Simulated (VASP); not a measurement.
Crystal: PbSe.

```
CELL_PARAMETERS angstrom
0.00000 3.10290 3.10290
3.10290 0.00000 3.10290
3.10290 3.10290 0.00000
ATOMIC_POSITIONS crystal
Pb 0.00000 0.00000 0.00000
Se 0.50000 0.50000 0.50000
```

| Property | Result |
| --- | --- |
| Program | VASP 6.6.1 |
| Task | relaxation of cell and atoms |
| Functional | PBEsol |
| Potentials or basis | VASP PAW PBE potentials, release 64 (Pb_d, Se) |
| Cutoff | 600 eV |
| k mesh | 5 × 5 × 5 |
| Occupations | fermi-dirac, width 0.1 eV |
| Spin | no spin polarisation |

At the start: pressure -2.5 GPa; volume 29.87 Å³/atom.

Question: How do energy, volume and symmetry change on relaxing?

Answer: Over 3 steps the energy falls by 12.9 meV/atom and the volume is 28.32 Å³/atom (-5.2 %); space group Fm-3m (No. 225, to 0.1 Å) before and after.

Step by step:
| step | energy change (eV) | largest force (eV/Å) | pressure (GPa) | volume (Å³) |
| --- | --- | --- | --- | --- |
| 1 | 0.0000 | 0.0000 | -2.54 | 59.75 |
| 2 | -0.0233 | 0.0000 | 0.88 | 55.75 |
| 3 | -0.0258 | 0.0000 | 0.00 | 56.64 |

Final structure:
```
Pb Se
1.0
     0.00000    3.04814    3.04814
     3.04814    0.00000    3.04814
     3.04814    3.04814    0.00000
Pb Se
1 1
Cartesian
  0.0000 0.0000 0.0000
  3.0481 3.0481 3.0481
```

Caveat: the PAW data sets were made with another functional, which shifts forces and pressure a little.
